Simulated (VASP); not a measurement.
# NbZn3 (Pm-3m) in VASP: a series of runs

The runs below take NbZn3 through single point, relaxation of cell and atoms, with LDA.

Everything below comes from runs of VASP 6.6.1. Logs are shortened: lines on timing, memory, paths and dates and some standing lists are left out, and cuts for length are marked.

**1. The cell of the first run**

It takes space group Pm-3m (No. 221, cubic). Conventional cell: a = 3.837 Å, b = 3.837 Å, c = 3.837 Å, α = 90.00°, β = 90.00°, γ = 90.00°. Nb (site symmetry m-3m) has 12 Zn at 2.71 Å within 3.6 Å. Zn (site symmetry 4/mmm) has 4 Nb at 2.71 Å and 8 Zn at 2.71 Å within 3.6 Å.

**2. Single point, LDA**

INCAR reads:

```
SYSTEM = NbZn3
  ALGO = Normal
  EDIFF = 1E-7
  ENCUT = 520
  GGA = CA
  ISIF = 2
  ISMEAR = 0
  LASPH = .TRUE.
  LCHARG = .FALSE.
  LREAL = .FALSE.
  LWAVE = .FALSE.
  NBANDS = 32
  NELM = 60
  PREC = Accurate
  SIGMA = 0.1
```

KPOINTS reads:

```
k-points
0
G
  10 10 10
  0 0 0
```

POSCAR reads:

```
NbZn3
1.0
    3.8372367469      0.0000000000      0.0000000000
    0.0000000000      3.8372367469      0.0000000000
    0.0000000000      0.0000000000      3.8372367469
Nb Zn
1 3
Direct
    0.0000000000      0.0000000000      0.0000000000
    0.0000000000      0.5000000000      0.5000000000
    0.5000000000      0.0000000000      0.5000000000
    0.5000000000      0.5000000000      0.0000000000
```

Potentials or basis: VASP PAW LDA potentials, release 64 (Nb_sv, Zn).

Command:

```bash
> cat potpaw_LDA.64/Nb_sv/POTCAR potpaw_LDA.64/Zn/POTCAR > POTCAR
> mpirun -np 1 vasp_std > vasp.out
```

OUTCAR:

```text
SYSTEM = NbZn3
   EDIFF = 1E-7
   ENCUT = 520
   GGA = CA
   ISIF = 2
   ISMEAR = 0
   LASPH = .TRUE.
   LREAL = .FALSE.
   NELM = 60
   PREC = Accurate

 ion  position               nearest neighbor table
   1  0.000  0.000  0.000-   2 2.71   3 2.71   4 2.71   2 2.71   3 2.71   2 2.71   4 2.71   2 2.71
                             3 2.71   4 2.71   3 2.71   4 2.71
   2  0.000  0.500  0.500-   1 2.71   3 2.71   4 2.71   1 2.71   4 2.71   1 2.71   3 2.71   1 2.71
                             3 2.71   4 2.71   4 2.71   3 2.71
   3  0.500  0.000  0.500-   1 2.71   2 2.71   4 2.71   1 2.71   4 2.71   2 2.71   4 2.71   4 2.71
                             1 2.71   2 2.71   1 2.71   2 2.71
   4  0.500  0.500  0.000-   1 2.71   2 2.71   3 2.71   2 2.71   3 2.71   1 2.71   3 2.71   3 2.71
                             1 2.71   2 2.71   2 2.71   1 2.71

  LATTYP: Found a simple cubic cell.
 ALAT       =     3.8372367469

  Lattice vectors:

 A1 = (   3.8372367469,   0.0000000000,   0.0000000000)
 A2 = (   0.0000000000,   3.8372367469,   0.0000000000)
 A3 = (   0.0000000000,   0.0000000000,   3.8372367469)

Analysis of symmetry for initial positions (statically):
=====================================================================
 Subroutine PRICEL returns:
 Original cell was already a primitive cell.

 Routine SETGRP: Setting up the symmetry group for a
 simple cubic supercell.

 Subroutine GETGRP returns: Found 48 space group operations
 (whereof 48 operations were pure point group operations)
 out of a pool of 48 trial point group operations.

The static configuration has the point symmetry O_h .

Analysis of symmetry for dynamics (positions and initial velocities):
=====================================================================
 Subroutine PRICEL returns:
 Original cell was already a primitive cell.

 Routine SETGRP: Setting up the symmetry group for a
 simple cubic supercell.

 Subroutine GETGRP returns: Found 48 space group operations
 (whereof 48 operations were pure point group operations)
 out of a pool of 48 trial point group operations.

The dynamic configuration has the point symmetry O_h .

 Subroutine INISYM returns: Found 48 space group operations
 (whereof 48 operations are pure point group operations),
 and found     1 'primitive' translations

----------------------------------------------------------------------------------------
[... 96 lines left out ...]
   NELM   =     60;   NELMIN=  2; NELMDL= -5     # of ELM steps
   EDIFF  = 0.1E-06   stopping-criterion for ELM
   LREAL  =      F    real-space projection
   EDIFFG = 0.1E-05   stopping-criterion for IOM
   NSW    =      0    number of steps for IOM
   IBRION =     -1    ionic relax: 0-MD 1-quasi-New 2-CG
   NFREE  =      0    steps in history (QN), initial steepest desc. (CG)
   ISIF   =      2    stress and relaxation
   ISYM   =      2    0-nonsym 1-usesym 2-fastsym
   POTIM  = 0.5000    time-step for ionic-motion
   TEBEG  =    0.0;   TEEND  =   0.0 temperature during run
   PSTRESS=    0.0 pullay stress
   NELECT =      49.0000    total number of electrons
   NUPDOWN=      -1.0000    fix difference up-down
   EMIN   =  10.00;   EMAX   =-10.00  energy-range for DOS
   EFERMI =   0.00;   METHOD = LEGACY
   ISMEAR =     0;   SIGMA  =   0.10  broadening in eV -4-tet -1-fermi 0-gaus
   EFERMI_NEDOS =   21; number of points for ismear=-14 and -15
   IALGO  =     38    algorithm
   IMIX   =      4    mixing-type and parameters
     AMIX     =   0.40;   BMIX     =  1.00
     AMIX_MAG =   1.60;   BMIX_MAG =  1.00
  volume/ion in A,a.u.               =      14.13        95.32
  Fermi-wavevector in a.u.,A,eV,Ry     =   1.561187  2.950216 33.161546  2.437305
  Thomas-Fermi vector in A             =   2.664289
   LORBIT       =      0    0 simple, 1 ext, 2 COOP (PROOUT), +10 PAW based schemes
   GGA     = CA    functional components
   LHFCALC =     F    Hartree Fock is set to
   AEXX    =    0.0000 exact exchange contribution
   IVDW    =     0    specifies the selected vdW correction
   LEPSILON=     F    determine dielectric tensor
   LRPA    =     F    only Hartree local field effects (RPA)
 non-spin polarized calculation
 Gauss-broadening in eV      SIGMA  =   0.10
  energy-cutoff  :      520.00
  volume of cell :       56.50
 maximum number of plane-waves:      1568
 NGX is ok and might be reduce to    30
   NGX = 15   NGY = 15   NGZ = 15

 number of electron      48.9999953 magnetization

 Free energy of the ion-electron system (eV)
  ---------------------------------------------------
  ext. energy  EPLUGINS =         0.00000000
  ---------------------------------------------------
  free energy    TOTEN  =       -17.64834509 eV

  energy without entropy =      -17.64392605  energy(sigma->0) =      -17.64613557

 E-fermi :   5.7437     XC(G=0): -12.7851

 val. band max:        5.6591011925   @ k =   0.4000   0.3000   0.1000
 cond. band min:       5.7698134135   @ k =   0.3000   0.3000   0.1000
 fundamental gap:      0.1107122209
 Fermi energy:         5.7437258031

 k-point     1 :       0.0000    0.0000    0.0000
  band No.  band energies     occupation
      1     -48.4030      2.00000
      2     -24.6605      2.00000
      3     -24.6605      2.00000
      4     -24.6605      2.00000
      5      -3.9041      2.00000
      6      -2.1233      2.00000
[... 829 lines left out ...]
     31      13.4494      0.00000
     32      14.0813      0.00000

 [... further k-points ...]

------------------------ aborting loop because EDIFF is reached ----------------------------------------

  FORCE on cell =-STRESS in cart. coord.  units (eV):
  Direction    XX          YY          ZZ          XY          YZ          ZX
  --------------------------------------------------------------------------------------
  -------------------------------------------------------------------------------------
  Total        0.2044288      0.2044288      0.2044288     -0.0000000      0.0000000      0.0000000
  in kB        5.7969135      5.7969135      5.7969135     -0.0000000      0.0000000      0.0000000
  external PRESSURE =       5.7969135 kB  Pullay stress =       0.0000000 kB

 VOLUME and BASIS-vectors are now :
 -----------------------------------------------------------------------------
  energy-cutoff  :      520.00
  volume of cell :       56.50
      direct lattice vectors                 reciprocal lattice vectors
     3.837236747  0.000000000  0.000000000     0.260604197  0.000000000  0.000000000
     0.000000000  3.837236747  0.000000000     0.000000000  0.260604197  0.000000000
     0.000000000  0.000000000  3.837236747     0.000000000  0.000000000  0.260604197

 POSITION                                       TOTAL-FORCE (eV/Angst)
 -----------------------------------------------------------------------------------
      0.00000      0.00000      0.00000         0.000000      0.000000      0.000000
      0.00000      1.91862      1.91862         0.000000      0.000000      0.000000
      1.91862      0.00000      1.91862         0.000000      0.000000      0.000000
      1.91862      1.91862      0.00000         0.000000      0.000000      0.000000
 -----------------------------------------------------------------------------------
    total drift:                                0.000000      0.000000     -0.000000

  FREE ENERGIE OF THE ION-ELECTRON SYSTEM (eV)
  ---------------------------------------------------
  free  energy   TOTEN  =       -17.6483450899 eV

  energy  without entropy=      -17.6439260464  energy(sigma->0) =      -17.64613557
```

It took 48 s on 1 thread of Oxide Virtual Turin-like, shared host; peak memory 0.18 GiB.

Results:

```yaml
Free_energy: -17.6483 eV
Pressure: 0.6 GPa
Band_gap_on_the_k_mesh: zero (an odd number of electrons rules out a gap without spin polarisation)
```

Levels at points of the mesh, in eV from the Fermi level:
```csv
k point,band 20,band 21,band 22,band 23,band 24,band 25,band 26,band 27,band 28,band 29
"(0.00, 0.00, 0.00)",-6.31,-1.37,-1.37,0.46,0.46,0.46,1.69,1.69,1.69,6.29
"(0.50, 0.00, 0.00)",-6.31,-6.27,-1.16,-1.12,-1.12,1.66,1.82,3.56,4.76,4.76
"(0.50, 0.50, 0.00)",-6.00,-3.56,-3.35,-3.35,-0.36,-0.36,1.88,2.77,2.88,5.64
"(0.50, 0.50, 0.50)",-2.93,-2.93,-2.93,-2.70,-0.98,-0.98,-0.98,2.28,2.28,5.10
```

**3. Relaxation of cell and atoms, LDA**

This run uses another cell than the first one, of 15.26 Å³/atom.

INCAR reads:

```
PREC     = Accurate       # precision mode
ENCUT    = 600            # plane-wave cutoff, eV
EDIFF    = 1E-7           # SCF threshold, eV
ISMEAR   = 0              # smearing method
SIGMA    = 0.1            # smearing width, eV
LREAL    = F              # projectors in reciprocal space
LASPH    = T              # aspherical terms in the spheres
NELM     = 60             # most SCF steps
ALGO     = Fast           # electronic algorithm
ISIF     = 3              # what is computed and relaxed
LWAVE    = F              # write WAVECAR
LCHARG   = F              # write CHGCAR
IBRION   = 2              # ionic algorithm
NSW      = 70             # ionic steps
EDIFFG   = -0.005         # ionic threshold
```

KPOINTS reads:

```
regular mesh
0
Gamma
  10 10 10
```

POSCAR reads:

```
NbZn3
1.0
    3.9376717339      0.0000000000      0.0000000000
    0.0000000000      3.9376717339      0.0000000000
    0.0000000000      0.0000000000      3.9376717339
Nb Zn
1 3
Direct
    0.0000000000      0.0000000000      0.0000000000
    0.0000000000      0.5000000000      0.5000000000
    0.5000000000      0.0000000000      0.5000000000
    0.5000000000      0.5000000000      0.0000000000
```

Potentials or basis: VASP PAW LDA potentials, release 64 (Nb_sv, Zn).

Command:

```bash
> cat potpaw_LDA.64/Nb_sv/POTCAR potpaw_LDA.64/Zn/POTCAR > POTCAR
> mpirun -np 1 vasp_std > vasp.out
```

Wall time 15 min (1 thread of Oxide Virtual Turin-like, shared host); peak memory 0.21 GiB.

Results (log left out):

```
Free energy                           : -17.6504 eV
Relaxed volume                        : 14.18 Å³/atom
Relaxed cell                          : a = 3.842 Å, b = 3.842 Å, c = 3.842 Å, α = 90.00°, β = 90.00°, γ = 90.00°
Space group after relaxing (to 0.1 Å) : Pm-3m (No. 221)
Energy gained by relaxing             : 34.3 meV/atom
Ionic steps                           : 6
Pressure after relaxing               : 0.0 GPa
Band gap on the k mesh                : zero (an odd number of electrons rules out a gap without spin polarisation)
```

Step by step:
```csv
step,energy change (eV),largest force (eV/Å),pressure (GPa),volume (Å³)
1,0.0000,0.0000,-9.43,61.05
2,-0.0386,0.0000,10.30,53.45
3,-0.1373,0.0000,-0.08,56.74
4,-0.1373,0.0000,0.15,56.65
5,-0.1373,0.0000,-0.14,56.75
6,-0.1373,0.0000,0.00,56.71
```

Final structure:
```xyz
4
Lattice="3.8419 0.0000 0.0000 0.0000 3.8419 0.0000 0.0000 0.0000 3.8419" Properties=species:S:1:pos:R:3 pbc="T T T"
Nb    0.0000    0.0000    3.8419
Zn    0.0000    1.9209    1.9209
Zn    1.9209    0.0000    1.9209
Zn    1.9209    1.9209    3.8419
```

Levels at points of the mesh, in eV from the Fermi level:
```
           k point  band 22  band 23  band 24  band 25  band 26  band 27
(0.00, 0.00, 0.00)    -1.37     0.46     0.46     0.46     1.68     1.68
(0.50, 0.00, 0.00)    -1.15    -1.11    -1.11     1.65     1.81     3.54
(0.50, 0.50, 0.00)    -3.35    -3.35    -0.36    -0.36     1.87     2.75
(0.50, 0.50, 0.50)    -2.93    -2.68    -0.98    -0.98    -0.98     2.27
```

The gap in the log of VASP goes by the Fermi energy; the results here count the filled bands.